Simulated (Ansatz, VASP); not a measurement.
**C: VASP beside Ansatz**

INCAR

```
  PREC = Accurate
  ENCUT = 910
  EDIFF = 1E-6
  ISMEAR = 0
  SIGMA = 0.05
  LREAL = F
  LASPH = T
  NELM = 120
  ALGO = Normal
  ISIF = 2
  LWAVE = F
  LCHARG = F
  NBANDS = 11
  GGA_COMPAT = F
```

KPOINTS

```
Automatic mesh
0
Gamma
  12 12 12
```

The input POSCAR:

```
C
1.0
    0.0000000000      1.7510227371      1.7093483960
    1.7510227371      0.0000000000      1.7093483960
    1.7510227371      1.7510227371      0.0000000000
C
2
Direct
    0.5000000000      0.5000000000      0.5000000000
    0.7500000000      0.7500000000      0.7500000000
```

Input for Ansatz:

```yaml
crystal:
  lattice:
    - [0.0, 1.7510227371, 1.709348396]
    - [1.7510227371, 0.0, 1.709348396]
    - [1.7510227371, 1.7510227371, 0.0]
  atoms:
    - { symbol: C, position: [0.5, 0.5, 0.5] }
    - { symbol: C, position: [0.75, 0.75, 0.75] }
basis:
  ecutwfc: 520.0
kpoints:
  mp_grid: { grid: [12, 12, 12] }
hamiltonian:
  xc: lda
  pseudopotentials: { kind: paw, azcp: { folder: soft_1 } }
scf:
  occupations: { method: gaussian, width: 0.05 }
output:
  forces: true
  stress: true
  eigenvalues: true
```

Alike in both runs: task single point; functional LDA; k mesh 12 × 12 × 12; occupations gaussian, width 0.05 eV; no spin polarisation.

```csv
,VASP,Ansatz
version,VASP 6.6.1,Ansatz 0.2.0
potentials or method,"VASP PAW LDA potentials, release 64 (C_h), cutoff 910 eV","scalar-relativistic, plane waves, PAW"
valence electrons in the cell,8,8
```

|  | VASP | Ansatz | Ansatz less VASP |
| --- | --- | --- | --- |
| gap on the k mesh at the Fermi level (eV) | 3.69 | 3.70 | +0.005 |
| least direct gap on the mesh (eV) | 5.32 | 5.32 | -0.004 |

Ansatz warns that its potentials were made for another functional, while VASP's fit it. LDA's correlation is that of Perdew and Zunger in VASP and of Perdew and Wang (1992) in Ansatz.

Noted on VASP's run: the cutoff is short for stress, so the pressure is rough.
